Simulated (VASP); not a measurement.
# H22CO11 in VASP: a series of runs

Runs on H22CO11. Level: PBE+D3(BJ). Tasks: single point.

All numbers are computed with VASP 6.6.1; they aren't measurements. Logs are shortened: lines on timing, memory, paths and dates and some standing lists are left out, and cuts for length are marked.

## 1. The cell of the first run

The cell holds an amorphous packing of atoms, 34 atoms: a = 7.120 Å, b = 7.120 Å, c = 7.120 Å, α = 90.00°, β = 90.00°, γ = 90.00°.

## 2. Single point, PBE+D3(BJ)

INCAR

```
SYSTEM = H22CO11
  PREC = Accurate
  ENCUT = 520
  EDIFF = 1E-6
  ISMEAR = -1
  SIGMA = 0.02
  LREAL = Auto
  LASPH = .TRUE.
  NELM = 100
  ALGO = Normal
  ISIF = 2
  LWAVE = .FALSE.
  LCHARG = .FALSE.
  GGA = PE
  IVDW = 12
  NBANDS = 69
```

KPOINTS

```
regular mesh
0
G
  1 1 1
  0 0 0
```

POSCAR

```
H22CO11
1.0
    7.1203670000      0.0000000000      0.0000000000
    0.0000000000      7.1203670000      0.0000000000
    0.0000000000      0.0000000000      7.1203670000
O H C
11 22 1
Direct
    0.3082284944      0.6643618229      0.2203397662
    0.7257771966      0.0268806369      0.8437626881
    0.4664928086      0.2986784249      0.1622950053
    0.5801807688      0.4591617258      0.6842484383
    0.7294006053      0.9523525964      0.2884963654
    1.0131359802      0.5794083367      0.8997850813
    1.0954491531      0.0196759521      0.3575658390
   -0.1594861613      0.4336855109      1.2069040823
    0.0053789362      0.3146326587      0.6045334461
    0.1362008447      0.1599074879     -0.0725103074
    0.4019736623      0.7694266321      0.8746318834
    0.3309239538      0.7386417020      0.0973685766
    0.2064219443      0.5743664617      0.1849342878
    0.7630926889     -0.0765550427      0.7584019195
    0.8459254979      0.0536910527      0.9139978319
    0.5722457845      0.3826066831      0.1616208827
    0.4131247729      0.3414711629      0.2699018183
    0.6203753262      0.4392048893      0.5579066360
    0.6019212212      0.3293369569      0.7457340331
    0.6684206025      0.9452743096      0.1742325922
    0.7105111296      0.8261512363      0.3286347459
    0.8730308424      0.5401126094      0.8656576269
    1.0651838592      0.4679393632      0.8331452578
    1.1658247391     -0.0945597327      0.3242669935
    0.9713122933     -0.0374138018      0.3535632363
   -0.0844057617      0.4871237676      1.1016426541
   -0.1329566299      0.2988609997      1.1734226621
   -0.0917649329      0.3718207222      0.5313209277
    0.0442252485      0.1983746063      0.5364330237
    0.1886981387      0.0608255164     -0.1412567639
    0.2148344320      0.1843444306      0.0415006698
    0.4560439090      0.9648940848      0.6475789801
    0.3140849341      0.7561688885      0.5939441043
    0.3837583091      0.8337070266      0.7153844739
```

Potentials or basis: VASP PAW PBE potentials, release 64 (O, H, C).

The run is started by

```console
> cat potpaw_PBE.64/O/POTCAR potpaw_PBE.64/H/POTCAR potpaw_PBE.64/C/POTCAR > POTCAR
> mpirun -np 1 vasp_gam > vasp.out
```

OUTCAR:

```text
SYSTEM = H22CO11
   PREC = Accurate
   ENCUT = 520
   EDIFF = 1E-6
   ISMEAR = -1
   LREAL = Auto
   LASPH = .TRUE.
   NELM = 100
   ISIF = 2
   GGA = PE
   IVDW = 12
 IVDW          = 12

 ion  position               nearest neighbor table
   1  0.308  0.664  0.220-  13 1.00  12 1.04
   2  0.726  0.027  0.844-  14 0.99  15 1.01
   3  0.466  0.299  0.162-  17 0.91  16 0.96
   4  0.580  0.459  0.684-  18 0.95  19 1.03
   5  0.729  0.952  0.288-  20 0.92  21 0.95
   6  0.013  0.579  0.900-  23 1.00  22 1.06
   7  0.095  0.020  0.358-  25 0.97  24 0.98
   8  0.841  0.434  0.207-  26 1.00  27 1.01
   9  0.005  0.315  0.605-  28 0.96  29 1.00
  10  0.136  0.160  0.927-  30 0.94  31 1.00
  11  0.402  0.769  0.875-  34 1.23
  12  0.331  0.739  0.097-   1 1.04
  13  0.206  0.574  0.185-   1 1.00
  14  0.763  0.923  0.758-   2 0.99
  15  0.846  0.054  0.914-   2 1.01
  16  0.572  0.383  0.162-   3 0.96
[... 15 lines left out ...]
  32  0.456  0.965  0.648-  34 1.17
  33  0.314  0.756  0.594-  34 1.14
  34  0.384  0.834  0.715-  33 1.14  32 1.17  11 1.23

  LATTYP: Found a simple cubic cell.
 ALAT       =     7.1203670000

  Lattice vectors:

 A1 = (   7.1203670000,   0.0000000000,   0.0000000000)
 A2 = (   0.0000000000,   7.1203670000,   0.0000000000)
 A3 = (   0.0000000000,   0.0000000000,   7.1203670000)

Analysis of symmetry for initial positions (statically):
=====================================================================
 Subroutine PRICEL returns:
 Original cell was already a primitive cell.

 Routine SETGRP: Setting up the symmetry group for a
 simple cubic supercell.

 Subroutine GETGRP returns: Found  1 space group operations
 (whereof  1 operations were pure point group operations)
 out of a pool of 48 trial point group operations.

The static configuration has the point symmetry C_1 .

Analysis of symmetry for dynamics (positions and initial velocities):
=====================================================================
 Subroutine PRICEL returns:
 Original cell was already a primitive cell.

 Routine SETGRP: Setting up the symmetry group for a
 simple cubic supercell.

 Subroutine GETGRP returns: Found  1 space group operations
 (whereof  1 operations were pure point group operations)
 out of a pool of 48 trial point group operations.

The dynamic configuration has the point symmetry C_1 .

 Subroutine INISYM returns: Found  1 space group operations
 (whereof  1 operations are pure point group operations),
 and found     1 'primitive' translations

----------------------------------------------------------------------------------------

                                     Primitive cell

  volume of cell :     360.9999

  direct lattice vectors                    reciprocal lattice vectors
     7.120367000  0.000000000  0.000000000     0.140442199  0.000000000  0.000000000
     0.000000000  7.120367000  0.000000000     0.000000000  0.140442199  0.000000000
     0.000000000  0.000000000  7.120367000     0.000000000  0.000000000  0.140442199

  length of vectors
     7.120367000  7.120367000  7.120367000     0.140442199  0.140442199  0.140442199

  position of ions in fractional coordinates (direct lattice)
     0.308228494  0.664361823  0.220339766
     0.725777197  0.026880637  0.843762688
     0.466492809  0.298678425  0.162295005
     0.580180769  0.459161726  0.684248438
     0.729400605  0.952352596  0.288496365
     0.013135980  0.579408337  0.899785081
[... 26 lines left out ...]
     0.314084934  0.756168888  0.593944104
     0.383758309  0.833707027  0.715384474

  ion indices of the primitive-cell ions
   primitive index   ion index
                 1           1
                 2           2
                 3           3
                 4           4
                 5           5
                 6           6
[... 26 lines left out ...]
                33          33
                34          34

----------------------------------------------------------------------------------------

 KPOINTS: regular mesh

Automatic generation of k-mesh.
 Grid dimensions read from file:
 generate k-points for:    1    1    1

 Generating k-lattice:

  Cartesian coordinates                     Fractional coordinates (reciprocal lattice)
     0.140442199  0.000000000  0.000000000     1.000000000  0.000000000  0.000000000
     0.000000000  0.140442199  0.000000000     0.000000000  1.000000000  0.000000000
     0.000000000  0.000000000  0.140442199     0.000000000  0.000000000  1.000000000

  Length of vectors
     0.140442199  0.140442199  0.140442199

  Shift w.r.t. Gamma in fractional coordinates (k-lattice)
     0.000000000  0.000000000  0.000000000

 Subroutine IBZKPT returns following result:
 ===========================================

 Found      1 irreducible k-points:

 Following reciprocal coordinates:
            Coordinates               Weight
  0.000000  0.000000  0.000000      1.000000
   k-points           NKPTS =      1   k-points in BZ     NKDIM =      1   number of bands    NBANDS=     69
   number of dos      NEDOS =    301   number of ions     NIONS =     34
   total plane-waves  NPLWV = 157464
   dimension x,y,z NGX =    54 NGY =   54 NGZ =   54
   dimension x,y,z NGXF=   108 NGYF=  108 NGZF=  108
   ions per type =              11  22   1
   NGX,Y,Z   is equivalent  to a cutoff of  12.61, 12.61, 12.61 a.u.
   NGXF,Y,Z  is equivalent  to a cutoff of  25.22, 25.22, 25.22 a.u.
 SYSTEM =  H22CO11
   PREC   = accura    normal or accurate (medium, high low for compatibility)
   ISTART =      0    job   : 0-new  1-cont  2-samecut
   ICHARG =      2    charge: 1-file 2-atom 10-const
   ISPIN  =      1    spin polarized calculation?
   LNONCOLLINEAR =      F non collinear calculations
   LSORBIT =      F    spin-orbit coupling
   LASPH  =      T    aspherical Exc in radial PAW
   ENCUT  =  520.0 eV  38.22 Ry    6.18 a.u.  13.24 13.24 13.24*2*pi/ulx,y,z
   NELM   =    100;   NELMIN=  2; NELMDL= -5     # of ELM steps
   EDIFF  = 0.1E-05   stopping-criterion for ELM
   LREAL  =      T    real-space projection
   EDIFFG = 0.1E-04   stopping-criterion for IOM
   NSW    =      0    number of steps for IOM
   IBRION =     -1    ionic relax: 0-MD 1-quasi-New 2-CG
   NFREE  =      0    steps in history (QN), initial steepest desc. (CG)
   ISIF   =      2    stress and relaxation
   ISYM   =      2    0-nonsym 1-usesym 2-fastsym
   POTIM  = 0.5000    time-step for ionic-motion
   TEBEG  =    0.0;   TEEND  =   0.0 temperature during run
   PSTRESS=    0.0 pullay stress
   NELECT =      92.0000    total number of electrons
   NUPDOWN=      -1.0000    fix difference up-down
   EMIN   =  10.00;   EMAX   =-10.00  energy-range for DOS
   EFERMI =   0.00;   METHOD = LEGACY
   ISMEAR =    -1;   SIGMA  =   0.02  broadening in eV -4-tet -1-fermi 0-gaus
   EFERMI_NEDOS =   21; number of points for ismear=-14 and -15
   IALGO  =     38    algorithm
   IMIX   =      4    mixing-type and parameters
     AMIX     =   0.40;   BMIX     =  1.00
     AMIX_MAG =   1.60;   BMIX_MAG =  1.00
  volume/ion in A,a.u.               =      10.62        71.65
  Fermi-wavevector in a.u.,A,eV,Ry     =   1.037931  1.961405 14.657561  1.077300
  Thomas-Fermi vector in A             =   2.172391
   LORBIT       =      0    0 simple, 1 ext, 2 COOP (PROOUT), +10 PAW based schemes
   GGA     = PE    functional components
   LHFCALC =     F    Hartree Fock is set to
   AEXX    =    0.0000 exact exchange contribution
   IVDW    =    12    specifies the selected vdW correction
   LEPSILON=     F    determine dielectric tensor
   LRPA    =     F    only Hartree local field effects (RPA)
 non-spin polarized calculation
  energy-cutoff  :      520.00
  volume of cell :      361.00
 maximum number of plane-waves:      4886
 NGX is ok and might be reduce to    54
   NGX = 27   NGY = 27   NGZ = 27

 number of electron      92.0000001 magnetization

 Free energy of the ion-electron system (eV)
  ---------------------------------------------------
  ext. energy  EPLUGINS =         0.00000000
  ---------------------------------------------------
  free energy    TOTEN  =      -165.60176638 eV

  energy without entropy =     -165.60176638  energy(sigma->0) =     -165.60176638

 E-fermi :  -2.6815     XC(G=0):  -6.7613

 val. band max:       -3.2490889017   @ k =   0.0000   0.0000   0.0000
 cond. band min:      -0.1423188470   @ k =   0.0000   0.0000   0.0000
 fundamental gap:      3.1067700546
 Fermi energy:        -2.6814905628

 k-point     1 :       0.0000    0.0000    0.0000
  band No.  band energies     occupation
      1     -23.7323      2.00000
      2     -23.2647      2.00000
      3     -22.4767      2.00000
      4     -22.2444      2.00000
      5     -22.1184      2.00000
      6     -22.0574      2.00000
[... 50 lines left out ...]
     57       5.4341      0.00000
     58       5.7950      0.00000
 [bands above 58 left out]

------------------------ aborting loop because EDIFF is reached ----------------------------------------

 Edisp (eV)   -1.14367

 E8    (eV) :    -0.2370

  FORCE on cell =-STRESS in cart. coord.  units (eV):
  Direction    XX          YY          ZZ          XY          YZ          ZX
  --------------------------------------------------------------------------------------
  -------------------------------------------------------------------------------------
  Total       0.51602    -4.73049     1.00640    -1.85713     1.18248    -2.24047
  in kB       2.29016   -20.99470     4.46655    -8.24226     5.24803    -9.94357
  external pressure =       -4.75 kB  Pullay stress =        0.00 kB

 VOLUME and BASIS-vectors are now :
 -----------------------------------------------------------------------------
  energy-cutoff  :      520.00
  volume of cell :      361.00
      direct lattice vectors                 reciprocal lattice vectors
     7.120367000  0.000000000  0.000000000     0.140442199  0.000000000  0.000000000
     0.000000000  7.120367000  0.000000000     0.000000000  0.140442199  0.000000000
     0.000000000  0.000000000  7.120367000     0.000000000  0.000000000  0.140442199

 POSITION                                       TOTAL-FORCE (eV/Angst)
 -----------------------------------------------------------------------------------
      2.19470      4.73050      1.56890        -0.752450      0.889863     -1.154263
      5.16780      0.19140      6.00790         1.340870     -0.313042      0.381668
      3.32160      2.12670      1.15560         0.998770     -1.765019     -2.793122
      4.13110      3.26940      4.87210         0.337776     -1.855295      1.840101
      5.19360      6.78110      2.05420         1.047842      0.235279      2.287155
      0.09353      4.12560      6.40680        -3.082776     -1.555483     -0.894385
[... 26 lines left out ...]
      2.23640      5.38420      4.22910        -0.150918     -0.092637      1.036961
      2.73250      5.93630      5.09380         0.800514     -0.462806     -1.565292
 -----------------------------------------------------------------------------------
    total drift:                               -0.002623     -0.002903     -0.004075

  FREE ENERGIE OF THE ION-ELECTRON SYSTEM (eV)
  ---------------------------------------------------
  free  energy   TOTEN  =      -166.7454412569 eV

  energy  without entropy=     -166.7454412569  energy(sigma->0) =     -166.74544126
```

Wall time 51 s (1 thread of Intel Xeon Platinum 8375C at 2.90GHz (Ice Lake), shared host); peak memory 0.35 GiB.

Results:

```yaml
Free_energy: -166.7454 eV
Pressure: -0.5 GPa
Largest_force: 4.280 eV/Å
Band_gap_on_the_k_mesh: 3.11 eV
Dispersion_energy_per_atom: -0.034 eV
```

Forces on the atoms (eV/Å):
```
O   -0.752  0.890 -1.154
O    1.341 -0.313  0.382
O    0.999 -1.765 -2.793
O    0.338 -1.855  1.840
O    1.048  0.235  2.287
O   -3.083 -1.555 -0.894
O    0.492 -0.653  0.213
O    0.401 -1.624 -0.644
O    0.651 -0.649  0.203
O   -0.779  1.787  2.131
O   -0.402  1.159 -1.328
H   -0.224 -1.398  1.546
H    0.838  0.841  0.136
H   -0.176  0.660  0.580
H   -0.763 -0.036 -0.854
H    1.123  0.421 -0.667
H   -2.278  0.999  3.484
H    0.235 -0.205 -0.984
H   -0.335  1.828 -0.899
H   -1.389  0.568 -3.050
H   -0.077 -1.146  0.760
H    2.259  1.301  0.411
H    0.521  0.211 -0.005
H    0.725  0.134 -0.012
H   -0.856  0.569 -0.285
H    0.069  0.705  0.156
H   -0.437  0.908  0.860
H   -0.293  0.183 -0.737
H   -0.155  0.690  0.141
H    0.987 -1.282 -0.659
H   -0.208 -0.504 -1.093
H   -0.471 -0.547  1.456
H   -0.151 -0.093  1.037
C    0.801 -0.463 -1.565
```

Caveat: the k points lie up to 0.88 Å⁻¹ apart.

## 3. Single point, PBE+D3(BJ)

INCAR

```
SYSTEM = H22CO11
PREC = Accurate ; ENCUT = 520
EDIFF = 1E-6 ; ISMEAR = -1
SIGMA = 0.02 ; LREAL = Auto
LASPH = .True. ; NELM = 100
ALGO = Normal ; ISIF = 2
LWAVE = .False. ; LCHARG = .False.
GGA = PE ; IVDW = 12
NBANDS = 69
```

KPOINTS

```
Automatic mesh
0
Gamma
  1 1 1
  0 0 0
```

POSCAR

```
H22CO11
1.0
    7.1203670000      0.0000000000      0.0000000000
    0.0000000000      7.1203670000      0.0000000000
    0.0000000000      0.0000000000      7.1203670000
O H C
11 22 1
Direct
    0.2299038800      0.6392507577      0.1743309018
    0.8107166386      0.0702210996      0.8734100363
    0.4266072240      0.3255871502      0.1922794148
    0.6018369559      0.3704584328      0.6363436042
    0.6146452844      1.0217591312      0.3523835218
    0.9227333366      0.5414748987      0.8521751758
    1.1425394225      0.0322736174      0.3183684212
   -0.1527589800      0.3483809191      1.2042637690
    0.0124150904      0.2519111726      0.5803773879
    0.2036411887      0.1900182954     -0.0401805132
    0.4524766771      0.8628909156      0.8790136801
    0.2824433066      0.7236424752      0.0739147294
    0.3241405956      0.6281558240      0.2667278246
    0.9410048667      0.0376946862      0.8879317597
    0.8094245704      0.1653566452      0.7629382025
    0.4864917777      0.4285172379      0.2474591548
    0.3592511453      0.2550289894      0.2802243199
    0.6970708111      0.4548080176      0.6995706822
    0.4681921592      0.4340225722      0.6582525873
    0.5315737237      0.9576894000      0.2763762036
    0.6932367391      0.9403167000      0.4207929170
    1.0267588735      0.4624761617      0.8511078151
    0.8805725885      0.5406182013      0.9838959144
    1.0716582446     -0.0822991287      0.3272584124
    1.1844052420      0.0486913104      0.1851028184
   -0.0389305776      0.2752105334      1.2138700154
   -0.2628235314      0.2687501922      1.2219454419
   -0.0664010717      0.3165567168      0.4763799394
    0.0834507547      0.1857348083      0.4850873558
    0.2250586241      0.1686710811     -0.1704687413
    0.3152506044      0.2418695553      0.0024296500
    0.5036538145      0.7086011156      0.6422702650
    0.3154753119      0.8958526997      0.6254031569
    0.4152033175      0.8147613740      0.7172944878
```

Potentials or basis: VASP PAW PBE potentials, release 64 (O, H, C).

The run is started by

```console
> cat potpaw_PBE.64/O/POTCAR potpaw_PBE.64/H/POTCAR potpaw_PBE.64/C/POTCAR > POTCAR
> mpirun -np 1 vasp_gam > vasp.out
```

It took 63 s on 1 thread of Intel Xeon Platinum 8375C at 2.90GHz (Ice Lake), shared host; peak memory 0.39 GiB.

Results (log left out):

```yaml
Free_energy: -165.9912 eV
Pressure: 1.6 GPa
Largest_force: 3.424 eV/Å
Band_gap_on_the_k_mesh: 2.39 eV
Dispersion_energy_per_atom: -0.035 eV
```

Forces on the atoms (eV/Å):
```
O   -1.110  1.465 -1.885
O   -0.891  1.198 -1.710
O    0.604 -0.704 -2.228
O   -2.322  1.987  0.537
O    0.876  2.611  1.094
O   -2.258  1.998  0.167
O    0.925  0.612 -0.828
O   -0.196  1.165  0.573
O   -1.181  1.682 -1.598
O   -2.696 -1.093 -0.402
O   -0.697 -0.848 -0.704
H   -0.310 -0.787  0.940
H    0.989  0.056  0.922
H    0.384  0.069 -0.041
H    0.256 -1.647  1.860
H    0.927  1.097  1.035
H   -0.587 -0.727  1.841
H   -0.622 -0.525 -0.109
H    3.124 -1.383 -0.225
H   -1.449 -1.674 -1.687
H    0.726 -1.129  0.676
H    1.772 -1.772 -0.040
H    0.191 -0.283 -0.308
H   -0.118 -0.576 -0.295
H   -0.638 -0.310  0.303
H   -0.146 -0.516 -0.463
H    0.280 -0.597 -0.133
H    0.329 -0.222  1.802
H    0.802 -1.074 -0.010
H   -0.150 -0.354 -1.033
H    2.639  1.481  1.159
H   -0.239 -0.156  0.187
H   -0.079 -0.342  0.350
C    0.867  1.297  0.254
```

Stress tensor (GPa, compression positive):
```
 1.87 -0.09  0.59
-0.09  2.84  2.23
 0.59  2.23 -0.03
```

Levels at points of the mesh, in eV from the valence-band top:
```tsv
k point	band 43	band 44	band 45	band 46	band 47	band 48	band 49	band 50
(0.00, 0.00, 0.00)	-1.14	-0.89	-0.83	0.00	2.39	3.21	5.40	5.60
```

Caveat: the k points lie up to 0.88 Å⁻¹ apart.
